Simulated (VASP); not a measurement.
# Mg (Fd-3m) in VASP: further runs, part 2 of 2

VASP 6.6.1.

## (3) Single point, RPBE (volume scaled by 0.92)

The input, INCAR:

```
  PREC = Accurate
  ENCUT = 520
  EDIFF = 1E-7
  ISMEAR = -1
  SIGMA = 0.1
  LREAL = F
  LASPH = T
  NELM = 60
  ALGO = Normal
  ISIF = 2
  LWAVE = F
  LCHARG = F
  GGA = RP
  NBANDS = 9
```

The input, KPOINTS:

```
regular mesh
0
Gamma
  9 9 9
```

The input, POSCAR:

```
Mg
1.0
    0.0000000000      3.3896096028      3.3896096028
    3.3896096028      0.0000000000      3.3896096028
    3.3896096028      3.3896096028      0.0000000000
Mg
2
Direct
    0.1250000000      0.1250000000      0.1250000000
    0.8750000000      0.8750000000      0.8750000000
```

Potentials or basis: VASP PAW PBE potentials, release 64 (Mg).

The run is started by

```bash
> cat potpaw_PBE.64/Mg/POTCAR > POTCAR
> mpirun -np 1 vasp_std > vasp.out
```

OUTCAR:

```text
PREC = Accurate
   ENCUT = 520
   EDIFF = 1E-7
   ISMEAR = -1
   LREAL = F
   LASPH = T
   NELM = 60
   ISIF = 2
   GGA = RP

 ion  position               nearest neighbor table
   1  0.125  0.125  0.125-   2 2.94   2 2.94   2 2.94   2 2.94
   2  0.875  0.875  0.875-   1 2.94   1 2.94   1 2.94   1 2.94

  LATTYP: Found a face centered cubic cell.
 ALAT       =     6.7792192056

  Lattice vectors:

 A1 = (   0.0000000000,   3.3896096028,   3.3896096028)
 A2 = (   3.3896096028,   0.0000000000,   3.3896096028)
 A3 = (   3.3896096028,   3.3896096028,   0.0000000000)

Analysis of symmetry for initial positions (statically):
=====================================================================
 Subroutine PRICEL returns:
 Original cell was already a primitive cell.

 Routine SETGRP: Setting up the symmetry group for a
 face centered cubic supercell.

 Subroutine GETGRP returns: Found 48 space group operations
 (whereof 12 operations were pure point group operations)
 out of a pool of 48 trial point group operations.

The static configuration has the point symmetry D_3d.
 The point group associated with its full space group is O_h .

Analysis of symmetry for dynamics (positions and initial velocities):
=====================================================================
 Subroutine PRICEL returns:
 Original cell was already a primitive cell.

 Routine SETGRP: Setting up the symmetry group for a
 face centered cubic supercell.

 Subroutine GETGRP returns: Found 48 space group operations
 (whereof 12 operations were pure point group operations)
 out of a pool of 48 trial point group operations.

The dynamic configuration has the point symmetry D_3d.
 The point group associated with its full space group is O_h .

 Subroutine INISYM returns: Found 48 space group operations
 (whereof 12 operations are pure point group operations),
 and found     1 'primitive' translations

----------------------------------------------------------------------------------------

                                     Primitive cell

  volume of cell :      77.8895

  direct lattice vectors                    reciprocal lattice vectors
     0.000000000  3.389609603  3.389609603    -0.147509613  0.147509613  0.147509613
     3.389609603  0.000000000  3.389609603     0.147509613 -0.147509613  0.147509613
     3.389609603  3.389609603  0.000000000     0.147509613  0.147509613 -0.147509613

  length of vectors
     4.793631871  4.793631871  4.793631871     0.255494144  0.255494144  0.255494144

  position of ions in fractional coordinates (direct lattice)
     0.125000000  0.125000000  0.125000000
     0.875000000  0.875000000  0.875000000

  ion indices of the primitive-cell ions
   primitive index   ion index
                 1           1
                 2           2

----------------------------------------------------------------------------------------

 KPOINTS: regular mesh

Automatic generation of k-mesh.
 Grid dimensions read from file:
 generate k-points for:    9    9    9

 Generating k-lattice:

  Cartesian coordinates                     Fractional coordinates (reciprocal lattice)
    -0.016389957  0.016389957  0.016389957     0.111111111  0.000000000  0.000000000
     0.016389957 -0.016389957  0.016389957     0.000000000  0.111111111  0.000000000
     0.016389957  0.016389957 -0.016389957     0.000000000  0.000000000  0.111111111

  Length of vectors
     0.028388238  0.028388238  0.028388238

  Shift w.r.t. Gamma in fractional coordinates (k-lattice)
     0.000000000  0.000000000  0.000000000

 Subroutine IBZKPT returns following result:
 ===========================================

 Found     35 irreducible k-points:

 Following reciprocal coordinates:
            Coordinates               Weight
  0.000000  0.000000  0.000000      1.000000
  0.111111  0.000000  0.000000      8.000000
  0.222222  0.000000  0.000000      8.000000
  0.333333  0.000000  0.000000      8.000000
  0.444444  0.000000  0.000000      8.000000
  0.111111  0.111111  0.000000      6.000000
[... 16 lines left out ...]
 -0.333333  0.333333  0.000000     12.000000
  0.444444  0.444444  0.000000      6.000000
 [... further k-points ...]
   k-points           NKPTS =     35   k-points in BZ     NKDIM =     35   number of bands    NBANDS=      9
   number of dos      NEDOS =    301   number of ions     NIONS =      2
   total plane-waves  NPLWV =  46656
   dimension x,y,z NGX =    36 NGY =   36 NGZ =   36
   dimension x,y,z NGXF=    72 NGYF=   72 NGZF=   72
   ions per type =               2
   NGX,Y,Z   is equivalent  to a cutoff of  12.49, 12.49, 12.49 a.u.
   NGXF,Y,Z  is equivalent  to a cutoff of  24.97, 24.97, 24.97 a.u.
 SYSTEM =  unknown system
   PREC   = accura    normal or accurate (medium, high low for compatibility)
   ISTART =      0    job   : 0-new  1-cont  2-samecut
   ICHARG =      2    charge: 1-file 2-atom 10-const
   ISPIN  =      1    spin polarized calculation?
   LNONCOLLINEAR =      F non collinear calculations
   LSORBIT =      F    spin-orbit coupling
   LASPH  =      T    aspherical Exc in radial PAW
   ENCUT  =  520.0 eV  38.22 Ry    6.18 a.u.   8.91  8.91  8.91*2*pi/ulx,y,z
   NELM   =     60;   NELMIN=  2; NELMDL= -5     # of ELM steps
   EDIFF  = 0.1E-06   stopping-criterion for ELM
   LREAL  =      F    real-space projection
   EDIFFG = 0.1E-05   stopping-criterion for IOM
   NSW    =      0    number of steps for IOM
   IBRION =     -1    ionic relax: 0-MD 1-quasi-New 2-CG
   NFREE  =      0    steps in history (QN), initial steepest desc. (CG)
   ISIF   =      2    stress and relaxation
   ISYM   =      2    0-nonsym 1-usesym 2-fastsym
   POTIM  = 0.5000    time-step for ionic-motion
   TEBEG  =    0.0;   TEEND  =   0.0 temperature during run
   PSTRESS=    0.0 pullay stress
   NELECT =       4.0000    total number of electrons
   NUPDOWN=      -1.0000    fix difference up-down
   EMIN   =  10.00;   EMAX   =-10.00  energy-range for DOS
   EFERMI =   0.00;   METHOD = LEGACY
   ISMEAR =    -1;   SIGMA  =   0.10  broadening in eV -4-tet -1-fermi 0-gaus
   EFERMI_NEDOS =   21; number of points for ismear=-14 and -15
   IALGO  =     38    algorithm
   IMIX   =      4    mixing-type and parameters
     AMIX     =   0.40;   BMIX     =  1.00
     AMIX_MAG =   1.60;   BMIX_MAG =  1.00
  volume/ion in A,a.u.               =      38.94       262.81
  Fermi-wavevector in a.u.,A,eV,Ry     =   0.608511  1.149919  5.038043  0.370286
  Thomas-Fermi vector in A             =   1.663367
   LORBIT       =      0    0 simple, 1 ext, 2 COOP (PROOUT), +10 PAW based schemes
   GGA     = RP    functional components
   LHFCALC =     F    Hartree Fock is set to
   AEXX    =    0.0000 exact exchange contribution
   IVDW    =     0    specifies the selected vdW correction
   LEPSILON=     F    determine dielectric tensor
   LRPA    =     F    only Hartree local field effects (RPA)
 non-spin polarized calculation
  energy-cutoff  :      520.00
  volume of cell :       77.89
 maximum number of plane-waves:      2122
   NGX = 17   NGY = 17   NGZ = 17

 number of electron       4.0000000 magnetization

 Free energy of the ion-electron system (eV)
  ---------------------------------------------------
  ext. energy  EPLUGINS =         0.00000000
  ---------------------------------------------------
  free energy    TOTEN  =        -1.16865120 eV

  energy without entropy =       -1.12933128  energy(sigma->0) =       -1.14899124

 E-fermi :   0.2868     XC(G=0):  -6.6996

 val. band max:        0.1814296186   @ k =  -0.2222   0.3333   0.1111
 cond. band min:       0.3114040714   @ k =   0.3333   0.3333   0.0000
 fundamental gap:      0.1299744528
 Fermi energy:         0.2867696160

 k-point     1 :       0.0000    0.0000    0.0000
  band No.  band energies     occupation
      1      -4.7318      2.00000
      2       3.5648      0.00000
      3       3.5648      0.00000
      4       3.5648      0.00000
      5       4.6168      0.00000
      6       4.6168      0.00000
      7       4.6168      0.00000
      8       6.4251      0.00000
      9       7.2723      0.00000

 k-point     2 :       0.1111    0.0000    0.0000
  band No.  band energies     occupation
      1      -4.6174      2.00000
      2       2.5132      0.00000
      3       3.3356      0.00000
      4       3.3356      0.00000
      5       4.8041      0.00000
      6       4.9363      0.00000
      7       4.9363      0.00000
      8       6.9613      0.00000
      9       7.0597      0.00000
[... 253 lines left out ...]
 k-point    24 :       0.4444    0.4444    0.0000
  band No.  band energies     occupation
      1      -2.3526      2.00000
      2      -1.0954      2.00000
      3       1.3098      0.00007
      4       1.3098      0.00007
      5       2.7459      0.00000
      6       2.8911      0.00000
      7       9.5239      0.00000
      8       9.5239      0.00000
      9      10.0115      0.00000

 [... further k-points ...]
[... 5 lines left out ...]
  --------------------------------------------------------------------------------------
  -------------------------------------------------------------------------------------
  Total        0.4491279      0.4491279      0.4491279      0.0000000      0.0000000     -0.0000000
  in kB        9.2385029      9.2385029      9.2385029      0.0000000      0.0000000     -0.0000000
  external PRESSURE =       9.2385029 kB  Pullay stress =       0.0000000 kB

 VOLUME and BASIS-vectors are now :
 -----------------------------------------------------------------------------
  energy-cutoff  :      520.00
  volume of cell :       77.89
      direct lattice vectors                 reciprocal lattice vectors
     0.000000000  3.389609603  3.389609603    -0.147509613  0.147509613  0.147509613
     3.389609603  0.000000000  3.389609603     0.147509613 -0.147509613  0.147509613
     3.389609603  3.389609603  0.000000000     0.147509613  0.147509613 -0.147509613

 POSITION                                       TOTAL-FORCE (eV/Angst)
 -----------------------------------------------------------------------------------
      0.84740      0.84740      0.84740         0.000000      0.000000      0.000000
      5.93182      5.93182      5.93182        -0.000000     -0.000000     -0.000000
 -----------------------------------------------------------------------------------
    total drift:                               -0.000000      0.000000      0.000000

  FREE ENERGIE OF THE ION-ELECTRON SYSTEM (eV)
  ---------------------------------------------------
  free  energy   TOTEN  =        -1.1686511950 eV

  energy  without entropy=       -1.1293312834  energy(sigma->0) =       -1.14899124
```

OSZICAR:

```text
N       E                     dE             d eps       ncg     rms          rms(c)
DAV:   1     0.137802801513E+01    0.13780E+01   -0.99816E+02   630   0.286E+02
DAV:   2    -0.111852537477E+01   -0.24966E+01   -0.24223E+01   830   0.225E+01
DAV:   3    -0.116431014850E+01   -0.45785E-01   -0.45593E-01   822   0.293E+00
DAV:   4    -0.116455548916E+01   -0.24534E-03   -0.24533E-03   854   0.208E-01
DAV:   5    -0.116455661759E+01   -0.11284E-05   -0.11284E-05   783   0.137E-02    0.627E-01
DAV:   6    -0.116728752961E+01   -0.27309E-02   -0.35868E-03   753   0.262E-01    0.408E-01
DAV:   7    -0.116846719194E+01   -0.11797E-02   -0.13495E-02   725   0.491E-01    0.341E-02
DAV:   8    -0.116863875005E+01   -0.17156E-03   -0.53435E-04   739   0.937E-02    0.870E-03
DAV:   9    -0.116865056767E+01   -0.11818E-04   -0.15699E-05   818   0.179E-02    0.269E-03
DAV:  10    -0.116865070127E+01   -0.13359E-06   -0.28573E-06   706   0.696E-03    0.734E-04
DAV:  11    -0.116865091606E+01   -0.21479E-06   -0.32495E-07   799   0.253E-03    0.287E-04
DAV:  12    -0.116865120097E+01   -0.28491E-06   -0.70773E-09   383   0.395E-04    0.270E-05
DAV:  13    -0.116865119504E+01    0.59324E-08   -0.54638E-10   350   0.107E-04
   1 F= -.11686512E+01 E0= -.11489912E+01  d E =-.393199E-01
```

stdout:

```text
POSCAR found type information on POSCAR Mg
 POSCAR found :  1 types and       2 ions
 scaLAPACK will be used
 -----------------------------------------------------------------------------
|                                                                             |
|                                                                             |
|     You enforced a specific xc type in the INCAR file but a different       |
|     I HOPE YOU KNOW WHAT YOU ARE DOING!                                     |
|                                                                             |
 -----------------------------------------------------------------------------

 LDA part: xc-table for (Slater+PW92), standard interpolation
 POSCAR, INCAR and KPOINTS ok, starting setup
 FFT: planning ... GRIDC
 FFT: planning ... GRID_SOFT
 FFT: planning ... GRID
 WAVECAR not read
 entering main loop
```

It took 10 s on 1 thread of Intel Xeon 6975P-C (Granite Rapids), shared host; peak memory 0.2 GiB.

Results:

```yaml
Free_energy: -1.1687 eV
Pressure: 0.9 GPa
Band_gap_on_the_k_mesh: zero (band 2 reaches 3.56 eV, above the bottom of band 3 at -0.21 eV)
```

Levels at points of the mesh, in eV from the Fermi level:
| k point | band 1 | band 2 | band 3 | band 4 | band 5 | band 6 | band 7 |
| --- | --- | --- | --- | --- | --- | --- | --- |
| (0.00, 0.00, 0.00) | -5.02 | 3.28 | 3.28 | 3.28 | 4.33 | 4.33 | 4.33 |

Caveat: the cell differs from its parent crystal (volume scaled by 0.92); the PAW data sets were made with another functional, which shifts forces and pressure a little.

## (4) Single point, RPBE (volume scaled by 0.96)

The input, INCAR:

```
PREC     = Accurate       # precision mode
ENCUT    = 520            # plane-wave cutoff, eV
EDIFF    = 1E-6           # SCF threshold, eV
ISMEAR   = -1             # smearing method
SIGMA    = 0.1            # smearing width, eV
LREAL    = F              # projectors in reciprocal space
LASPH    = T              # aspherical terms in the spheres
NELM     = 80             # most SCF steps
ALGO     = Normal         # electronic algorithm
ISIF     = 2              # what is computed and relaxed
LWAVE    = F              # write WAVECAR
LCHARG   = F              # write CHGCAR
GGA      = RP             # functional
NBANDS   = 9              # bands
```

KPOINTS is that of step 3.

The input, POSCAR:

```
Mg
1.0
    0.0000000000      3.4380391402      3.4380391402
    3.4380391402      0.0000000000      3.4380391402
    3.4380391402      3.4380391402      0.0000000000
Mg
2
Direct
    0.1250000000      0.1250000000      0.1250000000
    0.8750000000      0.8750000000      0.8750000000
```

The run is started by

```bash
> cat potpaw_PBE.64/Mg/POTCAR > POTCAR
> mpirun -np 1 vasp_std > vasp.out
```

Run time: 8.5 s. Hardware: 1 thread of Intel Xeon 6975P-C (Granite Rapids), shared host; peak memory 0.2 GiB.

Results (log left out):

```yaml
Free_energy: -1.1824 eV
Pressure: 0.4 GPa
Band_gap_on_the_k_mesh: zero (band 2 reaches 3.33 eV, above the bottom of band 3 at -0.29 eV)
```

Levels at points of the mesh, in eV from the Fermi level:
```
           k point  band 1  band 2  band 3  band 4  band 5
(0.00, 0.00, 0.00)   -4.91    3.17    3.17    3.17    4.22
```

Caveat: the cell differs from its parent crystal (volume scaled by 0.96); the PAW data sets were made with another functional, which shifts forces and pressure a little.

## (5) Single point, RPBE

This run uses another cell than the first one, of 42.33 Å³/atom, 1.136 times its volume.

The input, INCAR:

```
SYSTEM = Mg
  PREC = Accurate
  ENCUT = 520
  EDIFF = 1E-7
  ISMEAR = -1
  SIGMA = 0.1
  LREAL = .False.
  LASPH = .True.
  NELM = 100
  ALGO = Normal
  ISIF = 2
  LWAVE = .False.
  LCHARG = .False.
  GGA = RP
  NBANDS = 9
```

The input, KPOINTS:

```
regular mesh
0
Gamma
  9 9 9
  0 0 0
```

The input, POSCAR:

```
Mg
1.0
    0.0000000000      3.4851414199      3.4851414199
    3.4851414199      0.0000000000      3.4851414199
    3.4851414199      3.4851414199      0.0000000000
Mg
2
Direct
    0.1250000000      0.1250000000      0.1250000000
    0.8750000000      0.8750000000      0.8750000000
```

The run is started by

```bash
> cat potpaw_PBE.64/Mg/POTCAR > POTCAR
> mpirun -np 1 vasp_std > vasp.out
```

Wall time 16 s (1 thread of Intel Xeon 6975P-C (Granite Rapids), shared host); peak memory 0.23 GiB.

Results (log left out):

```yaml
Free_energy: -1.1861 eV
Pressure: 0.0 GPa
Band_gap_on_the_k_mesh: zero (band 2 reaches 3.11 eV, above the bottom of band 3 at -0.37 eV)
```

Levels at points of the mesh, in eV from the Fermi level:
| k point | band 1 | band 2 | band 3 | band 4 | band 5 | band 6 |
| --- | --- | --- | --- | --- | --- | --- |
| (0.00, 0.00, 0.00) | -4.80 | 3.06 | 3.06 | 3.06 | 4.12 | 4.12 |

Caveat: the PAW data sets were made with another functional, which shifts forces and pressure a little.

## (6) Summary

| cell | gap on the mesh (eV) | pressure (GPa) |
| --- | --- | --- |
| a = 4.723 Å, angles 60.0°, 2 atoms | none | 1.6 |
| a = 4.794 Å, angles 60.0°, 2 atoms | none | 0.9 |
| a = 4.862 Å, angles 60.0°, 2 atoms | none | 0.4 |
| a = 4.929 Å, angles 60.0°, 2 atoms | none | 0.0 |

Alike in all rows: task single point; level RPBE; potentials or basis VASP PAW PBE potentials, release 64 (Mg); no spin polarisation; k mesh 9 × 9 × 9; cutoff (eV) 520; smearing fermi-dirac 0.1 eV.

Caveats: the PAW data sets were made with another functional, which shifts forces and pressure a little.

Total energies depend on the potentials used, so only differences within one code and one set of settings carry meaning.
